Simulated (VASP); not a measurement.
# Co (P-3m1) in VASP: single point with PBEsol

Aim: the single point of Co with PBEsol.

All numbers are computed with VASP 6.6.1; they aren't measurements. Logs are shortened: lines on timing, memory, paths and dates and some standing lists are left out, and cuts for length are marked.

**1. The cell of the first run**

Symmetry: P-3m1, No. 164, trigonal system. The conventional cell has a = 2.487 Å, b = 2.487 Å, c = 4.002 Å, α = 90.00°, β = 90.00°, γ = 120.00°. Co (site symmetry 3m) has 12 Co at 2.40 to 2.53 Å within 3.2 Å.

**2. Single point, PBEsol, collinear spin, ferromagnetic start (strain +0.000 along x and y, -0.015 along z)**

Input file INCAR:

```
SYSTEM = Co
PREC     = Accurate       ! precision mode
ENCUT    = 520            ! plane-wave cutoff, eV
EDIFF    = 1E-6           ! SCF threshold, eV
ISMEAR   = 0              ! smearing method
SIGMA    = 0.15           ! smearing width, eV
LREAL    = .False.        ! projectors in reciprocal space
LASPH    = .True.         ! aspherical terms in the spheres
NELM     = 150            ! most SCF steps
ALGO     = Normal         ! electronic algorithm
ISIF     = 2              ! what is computed and relaxed
LWAVE    = .False.        ! write WAVECAR
LCHARG   = .True.         ! write CHGCAR
ISPIN    = 2              ! spin polarisation
MAGMOM   = 1.91 1.91      ! initial moments
LORBIT   = 11             ! projections on sites
LMAXMIX  = 4              ! l up to which the mixer works
GGA      = PS             ! functional
LELF     = .True.         ! ELF
LVHAR    = .True.       
NBANDS   = 20             ! bands
```

Input file KPOINTS:

```
regular mesh
0
Gamma
  24 24 12
  0 0 0
```

Input file POSCAR:

```
Co
1.0
    2.4873648738      0.0000000000      0.0000000000
   -1.2436824369      2.1541211692      0.0000000000
    0.0000000000      0.0000000000      4.0023401608
Co
2
Direct
    0.6666666667      0.3333333333      0.2598610000
    0.3333333333      0.6666666667      0.7401390000
```

Potentials or basis: VASP PAW PBE potentials, release 64 (Co).

On the command line:

```sh
$ cat potpaw_PBE.64/Co/POTCAR > POTCAR
$ mpirun -np 1 vasp_std > vasp.out
```

OUTCAR:

```text
SYSTEM = Co
   PREC = Accurate
   ENCUT = 520
   EDIFF = 1E-6
   ISMEAR = 0
   LREAL = .False.
   LASPH = .True.
   NELM = 150
   ISIF = 2
   ISPIN = 2
   LORBIT = 11
   GGA = PS

 ion  position               nearest neighbor table
   1  0.667  0.333  0.260-   2 2.40   2 2.40   2 2.40   2 2.53   2 2.53   2 2.53
   2  0.333  0.667  0.740-   1 2.40   1 2.40   1 2.40   1 2.53   1 2.53   1 2.53

  LATTYP: Found a hexagonal cell.
 ALAT       =     2.4873648738
 C/A-ratio  =     1.6090683771

  Lattice vectors:

 A1 = (   2.4873648738,   0.0000000000,   0.0000000000)
 A2 = (  -1.2436824369,   2.1541211692,   0.0000000000)
 A3 = (   0.0000000000,   0.0000000000,   4.0023401608)

Analysis of symmetry for initial positions (statically):
=====================================================================
 Subroutine PRICEL returns:
 Original cell was already a primitive cell.

 Routine SETGRP: Setting up the symmetry group for a
 hexagonal supercell.

 Subroutine GETGRP returns: Found 12 space group operations
 (whereof 12 operations were pure point group operations)
 out of a pool of 24 trial point group operations.

The static configuration has the point symmetry D_3d.

Analysis of symmetry for dynamics (positions and initial velocities):
=====================================================================
 Subroutine PRICEL returns:
 Original cell was already a primitive cell.

 Routine SETGRP: Setting up the symmetry group for a
 hexagonal supercell.

 Subroutine GETGRP returns: Found 12 space group operations
 (whereof 12 operations were pure point group operations)
 out of a pool of 24 trial point group operations.

The dynamic configuration has the point symmetry D_3d.

Analysis of structural, dynamic, and magnetic symmetry:
=====================================================================
 Subroutine PRICEL returns:
 Original cell was already a primitive cell.

 Routine SETGRP: Setting up the symmetry group for a
 hexagonal supercell.

 Subroutine GETGRP returns: Found 12 space group operations
 (whereof 12 operations were pure point group operations)
 out of a pool of 24 trial point group operations.

The overall configuration has the point symmetry D_3d.

 Subroutine INISYM returns: Found 12 space group operations
 (whereof 12 operations are pure point group operations),
 and found     1 'primitive' translations

----------------------------------------------------------------------------------------

[... 114 lines left out ...]
  Fermi-wavevector in a.u.,A,eV,Ry     =   1.544274  2.918255 32.446946  2.384783
  Thomas-Fermi vector in A             =   2.649818
   LORBIT       =     11    0 simple, 1 ext, 2 COOP (PROOUT), +10 PAW based schemes
   GGA     = PS    functional components
   LHFCALC =     F    Hartree Fock is set to
   AEXX    =    0.0000 exact exchange contribution
   IVDW    =     0    specifies the selected vdW correction
   LEPSILON=     F    determine dielectric tensor
   LRPA    =     F    only Hartree local field effects (RPA)
 spin polarized calculation
 Gauss-broadening in eV      SIGMA  =   0.15
  energy-cutoff  :      520.00
  volume of cell :       21.44
 maximum number of plane-waves:       592
   NGX =  9   NGY =  9   NGZ = 15

 number of electron      18.0000009 magnetization       3.2005018

 Free energy of the ion-electron system (eV)
  ---------------------------------------------------
  ext. energy  EPLUGINS =         0.00000000
  ---------------------------------------------------
  free energy    TOTEN  =       -15.44206705 eV

  energy without entropy =      -15.42326624  energy(sigma->0) =      -15.43266664

 E-fermi :  10.2493     XC(G=0): -13.6443

 val. band max:       10.2492655488   @ k =   0.2083   0.0000   0.0833
 cond. band min:      10.2497426622   @ k =   0.0833   0.0833   0.1667
 fundamental gap:      0.0004771133
 Fermi energy:        10.2492715763

 spin component 1

 k-point     1 :       0.0000    0.0000    0.0000
  band No.  band energies     occupation
      1       1.1969      1.00000
      2       5.0258      1.00000
      3       7.6273      1.00000
      4       7.6273      1.00000
      5       7.6538      1.00000
      6       7.9395      1.00000
[... 541 lines left out ...]
     19      32.9405      0.00000
     20      34.8481      0.00000

 [... further k-points ...]

 spin component 2

 k-point     1 :       0.0000    0.0000    0.0000
  band No.  band energies     occupation
      1       1.2582      1.00000
      2       5.9798      1.00000
      3       9.2367      1.00000
      4       9.2413      1.00000
      5       9.2413      1.00000
      6       9.5755      1.00000
[... 541 lines left out ...]
     19      33.3973      0.00000
     20      35.1721      0.00000

 [... further k-points ...]

------------------------ aborting loop because EDIFF is reached ----------------------------------------

  FORCE on cell =-STRESS in cart. coord.  units (eV):
  Direction    XX          YY          ZZ          XY          YZ          ZX
  --------------------------------------------------------------------------------------
  -------------------------------------------------------------------------------------
  Total       -1.0675780     -1.0675780     -0.7610626      0.0000000      0.0000000     -0.0000000
  in kB      -79.7602641    -79.7602641    -56.8600670      0.0000000      0.0000000     -0.0000000
  external PRESSURE =     -72.1268650 kB  Pullay stress =       0.0000000 kB

 VOLUME and BASIS-vectors are now :
 -----------------------------------------------------------------------------
  energy-cutoff  :      520.00
  volume of cell :       21.44
      direct lattice vectors                 reciprocal lattice vectors
     2.487364874  0.000000000  0.000000000     0.402031889  0.232113220  0.000000000
    -1.243682437  2.154121169  0.000000000     0.000000000  0.464226439  0.000000000
     0.000000000  0.000000000  4.002340161     0.000000000  0.000000000  0.249853825

 POSITION                                       TOTAL-FORCE (eV/Angst)
 -----------------------------------------------------------------------------------
      1.24368      0.71804      1.04005        -0.000000     -0.000000     -0.530388
     -0.00000      1.43608      2.96229         0.000000      0.000000      0.530388
 -----------------------------------------------------------------------------------
    total drift:                                0.000000     -0.000000     -0.000000

  FREE ENERGIE OF THE ION-ELECTRON SYSTEM (eV)
  ---------------------------------------------------
  free  energy   TOTEN  =       -15.4420670463 eV

  energy  without entropy=      -15.4232662396  energy(sigma->0) =      -15.43266664

 total charge

# of ion       s       p       d       tot
------------------------------------------
    1        0.496   0.537   7.269   8.301
    2        0.496   0.537   7.269   8.301
--------------------------------------------------
tot          0.991   1.074  14.537  16.603

 magnetization (x)

# of ion       s       p       d       tot
------------------------------------------
    1       -0.015  -0.051   1.679   1.613
    2       -0.015  -0.051   1.679   1.613
--------------------------------------------------
tot         -0.029  -0.103   3.357   3.225
```

OSZICAR:

```text
N       E                     dE             d eps       ncg     rms          rms(c)
DAV:   1     0.839762190711E+02    0.83976E+02   -0.79032E+03 56136   0.119E+03
DAV:   2    -0.133201134914E+02   -0.97296E+02   -0.87492E+02 54064   0.218E+02
DAV:   3    -0.178757659278E+02   -0.45557E+01   -0.43665E+01 60452   0.568E+01
DAV:   4    -0.179446226040E+02   -0.68857E-01   -0.68802E-01 64788   0.617E+00
DAV:   5    -0.179466593435E+02   -0.20367E-02   -0.20366E-02 61780   0.102E+00    0.161E+01
DAV:   6    -0.159350518866E+02    0.20116E+01   -0.84899E+00 60764   0.604E+01    0.710E+00
DAV:   7    -0.154828684920E+02    0.45218E+00   -0.13398E+00 62972   0.217E+01    0.387E+00
DAV:   8    -0.154594365280E+02    0.23432E-01   -0.16954E-02 72992   0.125E+00    0.173E+00
DAV:   9    -0.154430581135E+02    0.16378E-01   -0.28301E-03 89440   0.951E-01    0.510E-01
DAV:  10    -0.154422586723E+02    0.79944E-03   -0.49748E-04 69284   0.272E-01    0.179E-01
DAV:  11    -0.154420734637E+02    0.18521E-03   -0.83099E-05 79572   0.133E-01    0.310E-02
DAV:  12    -0.154420692711E+02    0.41926E-05   -0.64054E-06 58768   0.223E-02    0.182E-02
DAV:  13    -0.154420667983E+02    0.24729E-05   -0.10810E-06 40440   0.121E-02    0.734E-03
DAV:  14    -0.154420670463E+02   -0.24803E-06   -0.57366E-07 33080   0.633E-03
   1 F= -.15442067E+02 E0= -.15432667E+02  d E =-.188008E-01  mag=     3.2006
```

Wall time 6 min (1 thread of Intel Xeon Platinum 8375C at 2.90GHz (Ice Lake), shared host); peak memory 0.45 GiB.

Results:

- Free energy: -15.4421 eV
- Pressure: -7.2 GPa
- Largest force: 0.530 eV/Å
- Net moment: 3.20 μB per cell
- Site moments: Co +1.61 μB
- Valence electrons inside the program's atomic spheres: Co 8.30

Forces in eV/Å, atoms in the order of the input:
```
Co   0.000  0.000 -0.530
Co   0.000  0.000  0.530
```

Stress tensor (GPa, compression positive):
```
-7.98  0.00  0.00
 0.00 -7.98  0.00
 0.00  0.00 -5.69
```

Caveat: the cell differs from its parent crystal (strain +0.000 along x and y, -0.015 along z); the cell stands under tension; the PAW data sets were made with another functional, which shifts forces and pressure a little.
